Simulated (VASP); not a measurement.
# Tl (I4/mmm) in VASP: further runs

The runs below take Tl through single point, with r2SCAN.

Program: VASP 6.6.1. These are calculated values, not measurements. Logs are shortened: lines on timing, memory, paths and dates and some standing lists are left out, and cuts for length are marked.

### 1 The cell of the first run

Symmetry: I4/mmm, No. 139, tetragonal system. Conventional cell: a = 3.688 Å, b = 3.688 Å, c = 3.979 Å, α = 90.00°, β = 90.00°, γ = 90.00°. Within 4.3 Å of Tl (site symmetry 4/mmm) lie 14 Tl at 3.28 to 3.98 Å.

### 2 Single point, r2SCAN (strain -0.050 along x and y, +0.025 along z)

POSCAR

```
Tl
1.0
   -1.8439500000      1.8439500000      1.9895250000
    1.8439500000     -1.8439500000      1.9895250000
    1.8439500000      1.8439500000     -1.9895250000
Tl
1
Direct
    0.0000000000      0.0000000000      0.0000000000
```

INCAR.step1

```
SYSTEM = Tl
  PREC = Accurate
  ENCUT = 520
  ISMEAR = 0
  SIGMA = 0.15
  LREAL = .False.
  LASPH = .True.
  NELM = 80
  NBANDS = 12
  GGA = PE
  ALGO = Normal
  EDIFF = 1E-4
  LWAVE = .True.
  LCHARG = .False.
```

INCAR.step2

```
SYSTEM = Tl
  PREC = Accurate
  ENCUT = 520
  EDIFF = 1E-6
  ISMEAR = 0
  SIGMA = 0.15
  LREAL = .False.
  LASPH = .True.
  NELM = 80
  ALGO = Normal
  ISIF = 2
  LWAVE = .False.
  LCHARG = .False.
  METAGGA = R2SCAN
  LMIXTAU = .True.
  NBANDS = 12
  ISTART = 1
```

KPOINTS

```
Automatic mesh
0
Gamma
  18 18 18
  0 0 0
```

Potentials or basis: VASP PAW PBE potentials, release 64 (Tl_d).

Command:

```bash
cat potpaw_PBE.64/Tl_d/POTCAR > POTCAR
cp INCAR.step1 INCAR
mpirun -np 1 vasp_std > vasp.out
cp INCAR.step2 INCAR
mpirun -np 1 vasp_std > vasp.out
```

OUTCAR:

```text
SYSTEM = Tl
   PREC = Accurate
   ENCUT = 520
   EDIFF = 1E-6
   ISMEAR = 0
   LREAL = .False.
   LASPH = .True.
   NELM = 80
   ISIF = 2
   METAGGA = R2SCAN
   ISTART = 1

 ion  position               nearest neighbor table
   1  0.000  0.000  0.000-

  LATTYP: Found a body centered tetragonal cell.
 ALAT       =     3.6879000000
 C/A-ratio  =     1.0789473684

  Lattice vectors:

 A1 = (  -1.8439500000,   1.8439500000,   1.9895250000)
 A2 = (   1.8439500000,  -1.8439500000,   1.9895250000)
 A3 = (   1.8439500000,   1.8439500000,  -1.9895250000)

Analysis of symmetry for initial positions (statically):
=====================================================================
 Subroutine PRICEL returns:
 Original cell was already a primitive cell.

 Routine SETGRP: Setting up the symmetry group for a
 body centered tetragonal supercell.

 Subroutine GETGRP returns: Found 16 space group operations
 (whereof 16 operations were pure point group operations)
 out of a pool of 16 trial point group operations.

The static configuration has the point symmetry D_4h.

Analysis of symmetry for dynamics (positions and initial velocities):
=====================================================================
 Subroutine PRICEL returns:
 Original cell was already a primitive cell.

 Routine SETGRP: Setting up the symmetry group for a
 body centered tetragonal supercell.

 Subroutine GETGRP returns: Found 16 space group operations
 (whereof 16 operations were pure point group operations)
 out of a pool of 16 trial point group operations.

The dynamic configuration has the point symmetry D_4h.

 Subroutine INISYM returns: Found 16 space group operations
 (whereof 16 operations are pure point group operations),
 and found     1 'primitive' translations

----------------------------------------------------------------------------------------

                                     Primitive cell

  volume of cell :      27.0587

  direct lattice vectors                    reciprocal lattice vectors
    -1.843950000  1.843950000  1.989525000     0.000000000  0.271157027  0.251316269
     1.843950000 -1.843950000  1.989525000     0.271157027  0.000000000  0.251316269
     1.843950000  1.843950000 -1.989525000     0.271157027  0.271157027  0.000000000

  length of vectors
     3.280017215  3.280017215  3.280017215     0.369710698  0.369710698  0.383473945

  position of ions in fractional coordinates (direct lattice)
     0.000000000  0.000000000  0.000000000

  ion indices of the primitive-cell ions
   primitive index   ion index
                 1           1

----------------------------------------------------------------------------------------

 KPOINTS: Automatic mesh

Automatic generation of k-mesh.
 Grid dimensions read from file:
 generate k-points for:   18   18   18

 Generating k-lattice:

  Cartesian coordinates                     Fractional coordinates (reciprocal lattice)
     0.000000000  0.015064279  0.013962015     0.055555556 -0.000000000  0.000000000
     0.015064279  0.000000000  0.013962015    -0.000000000  0.055555556  0.000000000
     0.015064279  0.015064279  0.000000000     0.000000000  0.000000000  0.055555556

  Length of vectors
     0.020539483  0.020539483  0.021304108

  Shift w.r.t. Gamma in fractional coordinates (k-lattice)
     0.000000000  0.000000000  0.000000000

 Subroutine IBZKPT returns following result:
 ===========================================

 Found    480 irreducible k-points:

 Following reciprocal coordinates:
            Coordinates               Weight
  0.000000  0.000000  0.000000      1.000000
  0.055556 -0.000000  0.000000      8.000000
  0.111111 -0.000000  0.000000      8.000000
  0.166667 -0.000000  0.000000      8.000000
  0.222222 -0.000000  0.000000      8.000000
  0.277778 -0.000000  0.000000      8.000000
[... 16 lines left out ...]
 -0.277778  0.055556 -0.000000     16.000000
 -0.222222  0.055556  0.000000     16.000000
 [... further k-points ...]
   k-points           NKPTS =    480   k-points in BZ     NKDIM =    480   number of bands    NBANDS=     12
   number of dos      NEDOS =    301   number of ions     NIONS =      1
   total plane-waves  NPLWV =  13824
   dimension x,y,z NGX =    24 NGY =   24 NGZ =   24
   dimension x,y,z NGXF=    48 NGYF=   48 NGZF=   48
   ions per type =               1
   NGX,Y,Z   is equivalent  to a cutoff of  12.16, 12.16, 12.16 a.u.
   NGXF,Y,Z  is equivalent  to a cutoff of  24.33, 24.33, 24.33 a.u.
 SYSTEM =  Tl
   PREC   = accura    normal or accurate (medium, high low for compatibility)
   ISTART =      1    job   : 0-new  1-cont  2-samecut
   ICHARG =      0    charge: 1-file 2-atom 10-const
   ISPIN  =      1    spin polarized calculation?
   LNONCOLLINEAR =      F non collinear calculations
   LSORBIT =      F    spin-orbit coupling
   LASPH  =      T    aspherical Exc in radial PAW
   ENCUT  =  520.0 eV  38.22 Ry    6.18 a.u.   6.10  6.10  6.10*2*pi/ulx,y,z
   NELM   =     80;   NELMIN=  2; NELMDL=  0     # of ELM steps
   EDIFF  = 0.1E-05   stopping-criterion for ELM
   LREAL  =      F    real-space projection
   EDIFFG = 0.1E-04   stopping-criterion for IOM
   NSW    =      0    number of steps for IOM
   IBRION =     -1    ionic relax: 0-MD 1-quasi-New 2-CG
   NFREE  =      0    steps in history (QN), initial steepest desc. (CG)
   ISIF   =      2    stress and relaxation
   ISYM   =      2    0-nonsym 1-usesym 2-fastsym
   POTIM  = 0.5000    time-step for ionic-motion
   TEBEG  =    0.0;   TEEND  =   0.0 temperature during run
   PSTRESS=    0.0 pullay stress
   NELECT =      13.0000    total number of electrons
   NUPDOWN=      -1.0000    fix difference up-down
   EMIN   =  10.00;   EMAX   =-10.00  energy-range for DOS
   EFERMI =   0.00;   METHOD = LEGACY
   ISMEAR =     0;   SIGMA  =   0.15  broadening in eV -4-tet -1-fermi 0-gaus
   EFERMI_NEDOS =   21; number of points for ismear=-14 and -15
   IALGO  =     38    algorithm
   IMIX   =      4    mixing-type and parameters
     AMIX     =   0.40;   BMIX     =  1.00
     AMIX_MAG =   1.60;   BMIX_MAG =  1.00
  volume/ion in A,a.u.               =      27.06       182.60
  Fermi-wavevector in a.u.,A,eV,Ry     =   1.282193  2.422993 22.368234  1.644019
  Thomas-Fermi vector in A             =   2.414519
   LORBIT       =      0    0 simple, 1 ext, 2 COOP (PROOUT), +10 PAW based schemes
   METAGGA = R2SCAN    functional components
   LHFCALC =     F    Hartree Fock is set to
   AEXX    =    0.0000 exact exchange contribution
   IVDW    =     0    specifies the selected vdW correction
   LEPSILON=     F    determine dielectric tensor
   LRPA    =     F    only Hartree local field effects (RPA)
 non-spin polarized calculation
 Gauss-broadening in eV      SIGMA  =   0.15
  energy-cutoff  :      520.00
  volume of cell :       27.06
 maximum number of plane-waves:       746
   NGX = 13   NGY = 13   NGZ = 13

 number of electron      13.0000005 magnetization

 Free energy of the ion-electron system (eV)
  ---------------------------------------------------
  ext. energy  EPLUGINS =         0.00000000
  ---------------------------------------------------
  free energy    TOTEN  =       -53.13428004 eV

  energy without entropy =      -53.12925790  energy(sigma->0) =      -53.13176897

 E-fermi :   7.1859     XC(G=0): -11.1412

 val. band max:        7.1791484449   @ k =  -0.4444   0.5000   0.2778
 cond. band min:       7.1875925872   @ k =  -0.3889  -0.3889   0.1111
 fundamental gap:      0.0084441422
 Fermi energy:         7.1859148279

 k-point     1 :       0.0000    0.0000    0.0000
  band No.  band energies     occupation
      1      -5.2289      2.00000
      2      -5.2289      2.00000
      3      -5.1183      2.00000
      4      -4.7561      2.00000
      5      -4.6522      2.00000
      6      -3.7146      2.00000
      7      18.5188      0.00000
      8      18.9106      0.00000
      9      18.9106      0.00000
     10      19.7515      0.00000
     11      21.0349      0.00000
     12      21.0349      0.00000

 k-point     2 :       0.0556   -0.0000    0.0000
  band No.  band energies     occupation
      1      -5.2233      2.00000
      2      -5.2208      2.00000
      3      -5.1102      2.00000
      4      -4.7600      2.00000
      5      -4.6564      2.00000
      6      -3.6398      2.00000
      7      17.7961      0.00000
      8      18.6257      0.00000
      9      18.6681      0.00000
     10      19.6723      0.00000
     11      20.8327      0.00000
     12      20.9350      0.00000

 k-point     3 :       0.1111   -0.0000    0.0000
  band No.  band energies     occupation
      1      -5.2153      2.00000
      2      -5.2121      2.00000
      3      -5.0683      2.00000
      4      -4.7721      2.00000
      5      -4.6669      2.00000
      6      -3.4108      2.00000
      7      15.9496      0.00000
      8      18.0336      0.00000
      9      18.2299      0.00000
     10      19.6942      0.00000
     11      20.4708      0.00000
     12      20.7219      0.00000

 k-point     4 :       0.1667   -0.0000    0.0000
  band No.  band energies     occupation
      1      -5.2306      2.00000
      2      -5.2078      2.00000
      3      -4.9785      2.00000
      4      -4.7894      2.00000
      5      -4.6784      2.00000
      6      -3.0201      2.00000
      7      13.8826      0.00000
      8      17.1975      0.00000
      9      17.6617      0.00000
     10      19.6577      0.00000
     11      20.4016      0.00000
     12      20.4962      0.00000

 k-point     5 :       0.2222   -0.0000    0.0000
  band No.  band energies     occupation
      1      -5.2590      2.00000
      2      -5.2226      2.00000
      3      -4.8552      2.00000
      4      -4.8036      2.00000
      5      -4.6867      2.00000
      6      -2.4649      2.00000
      7      11.8270      0.00000
      8      16.3179      0.00000
      9      17.0436      0.00000
     10      19.4196      0.00000
     11      20.2935      0.00000
     12      20.7827      0.00000
[... 228 lines left out ...]
      1      -5.3401      2.00000
      2      -5.3110      2.00000
      3      -4.8149      2.00000
      4      -4.6748      2.00000
      5      -4.5334      2.00000
      6      -0.3023      2.00000
      7       7.0973      1.59665
      8      14.0978      0.00000
      9      15.4821      0.00000
     10      19.3785      0.00000
     11      20.3257      0.00000
     12      21.5130      0.00000

 k-point    22 :      -0.3333    0.0556    0.0000
  band No.  band energies     occupation
      1      -5.3097      2.00000
      2      -5.2682      2.00000
      3      -4.8132      2.00000
      4      -4.6920      2.00000
      5      -4.6470      2.00000
      6      -1.2379      2.00000
      7       8.8661      0.00000
      8      14.7157      0.00000
      9      15.8854      0.00000
     10      19.5313      0.00000
     11      20.4118      0.00000
     12      20.9874      0.00000

 k-point    23 :      -0.2778    0.0556   -0.0000
  band No.  band energies     occupation
      1      -5.2776      2.00000
      2      -5.2288      2.00000
      3      -4.8061      2.00000
      4      -4.7974      2.00000
      5      -4.6803      2.00000
      6      -2.0352      2.00000
      7      10.7666      0.00000
      8      15.4757      0.00000
      9      16.3986      0.00000
     10      19.7398      0.00000
     11      20.4908      0.00000
     12      20.5340      0.00000

 k-point    24 :      -0.2222    0.0556    0.0000
  band No.  band energies     occupation
      1      -5.2496      2.00000
      2      -5.2033      2.00000
      3      -4.9237      2.00000
      4      -4.7899      2.00000
      5      -4.6820      2.00000
      6      -2.6780      2.00000
      7      12.7653      0.00000
      8      16.3323      0.00000
      9      16.9882      0.00000
     10      19.9689      0.00000
     11      20.0923      0.00000
     12      20.6648      0.00000

 [... further k-points ...]

------------------------ aborting loop because EDIFF is reached ----------------------------------------

  FORCE on cell =-STRESS in cart. coord.  units (eV):
  Direction    XX          YY          ZZ          XY          YZ          ZX
  --------------------------------------------------------------------------------------
  -------------------------------------------------------------------------------------
  Total        0.7901528      0.7901528      0.6609181      0.0000000     -0.0000000      0.0000000
  in kB       46.7857899     46.7857899     39.1336661      0.0000000     -0.0000000      0.0000000
  external PRESSURE =      44.2350819 kB  Pullay stress =       0.0000000 kB

 VOLUME and BASIS-vectors are now :
 -----------------------------------------------------------------------------
  energy-cutoff  :      520.00
  volume of cell :       27.06
      direct lattice vectors                 reciprocal lattice vectors
    -1.843950000  1.843950000  1.989525000     0.000000000  0.271157027  0.251316269
     1.843950000 -1.843950000  1.989525000     0.271157027  0.000000000  0.251316269
     1.843950000  1.843950000 -1.989525000     0.271157027  0.271157027  0.000000000

 POSITION                                       TOTAL-FORCE (eV/Angst)
 -----------------------------------------------------------------------------------
      0.00000      0.00000      0.00000         0.000000     -0.000000     -0.000000
 -----------------------------------------------------------------------------------
    total drift:                                0.000000      0.000000      0.000000

  FREE ENERGIE OF THE ION-ELECTRON SYSTEM (eV)
  ---------------------------------------------------
  free  energy   TOTEN  =       -53.1342800361 eV

  energy  without entropy=      -53.1292579015  energy(sigma->0) =      -53.13176897
```

It took 1.9 min on 1 thread of Intel Xeon 6975P-C (Granite Rapids), shared host; peak memory 0.26 GiB.

What came out:

```yaml
Free_energy: -53.1343 eV
Pressure: 4.4 GPa
Band_gap_on_the_k_mesh: zero (an odd number of electrons rules out a gap without spin polarisation)
```

Stress tensor (GPa, compression positive):
```
4.68 0.00 0.00
0.00 4.68 0.00
0.00 0.00 3.91
```

Caveat: the cell differs from its parent crystal (strain -0.050 along x and y, +0.025 along z); the cell stands under pressure; the PAW data sets were made with another functional, which shifts forces and pressure a little; spin-orbit coupling is left out, which moves the levels of the heavy elements.

### 3 Single point, r2SCAN (strain -0.050 along x and y, +0.050 along z)

POSCAR

```
Tl
1.0
   -1.8439500000      1.8439500000      2.0380500000
    1.8439500000     -1.8439500000      2.0380500000
    1.8439500000      1.8439500000     -2.0380500000
Tl
1
Direct
    0.0000000000      0.0000000000      0.0000000000
```

INCAR.step1

```
SYSTEM = Tl
  ALGO = Normal
  EDIFF = 1E-4
  ENCUT = 520
  GGA = PE
  ISMEAR = 0
  LASPH = .TRUE.
  LCHARG = .FALSE.
  LREAL = .FALSE.
  LWAVE = .TRUE.
  NBANDS = 12
  NELM = 60
  PREC = Accurate
  SIGMA = 0.15
```

INCAR.step2

```
SYSTEM = Tl
  ALGO = Normal
  EDIFF = 1E-6
  ENCUT = 520
  ISIF = 2
  ISMEAR = 0
  ISTART = 1
  LASPH = .TRUE.
  LCHARG = .TRUE.
  LELF = .TRUE.
  LMIXTAU = .TRUE.
  LREAL = .FALSE.
  LVHAR = .TRUE.
  LWAVE = .FALSE.
  METAGGA = R2SCAN
  NBANDS = 12
  NELM = 60
  PREC = Accurate
  SIGMA = 0.15
```

KPOINTS

```
k-points
0
G
  18 18 18
  0 0 0
```

Potentials or basis: VASP PAW PBE potentials, release 64 (Tl_d).

Command:

```bash
cat potpaw_PBE.64/Tl_d/POTCAR > POTCAR
cp INCAR.step1 INCAR
mpirun -np 1 vasp_std > vasp.out
cp INCAR.step2 INCAR
mpirun -np 1 vasp_std > vasp.out
```

Run time: 4.2 min. Hardware: 1 thread of Intel Xeon 6975P-C (Granite Rapids), shared host; peak memory 0.29 GiB.

It converged, with:

- Free energy: -53.1482 eV
- Pressure: 3.2 GPa
- Band gap on the k mesh: zero (an odd number of electrons rules out a gap without spin polarisation)

Stress tensor (GPa, compression positive):
```
3.46 0.00 0.00
0.00 3.46 0.00
0.00 0.00 2.65
```

Levels at points of the mesh, in eV from the Fermi level:
```
           k point  band 4  band 5  band 6  band 7  band 8  band 9
(0.00, 0.00, 0.00)  -11.94  -11.81  -10.71   10.99   11.41   11.41
(0.50, 0.00, 0.00)  -11.82  -11.55   -5.45   -3.04    6.66    8.21
(0.50, 0.50, 0.00)  -11.79  -11.52   -4.86   -2.72    5.27    6.47
(0.50, 0.50, 0.50)  -11.59  -11.59   -1.78    0.18    2.15    2.15
```

Caveat: the cell differs from its parent crystal (strain -0.050 along x and y, +0.050 along z); the cell stands under pressure; the PAW data sets were made with another functional, which shifts forces and pressure a little; spin-orbit coupling is left out, which moves the levels of the heavy elements.

The gap in the log of VASP goes by the Fermi energy; the results here count the filled bands.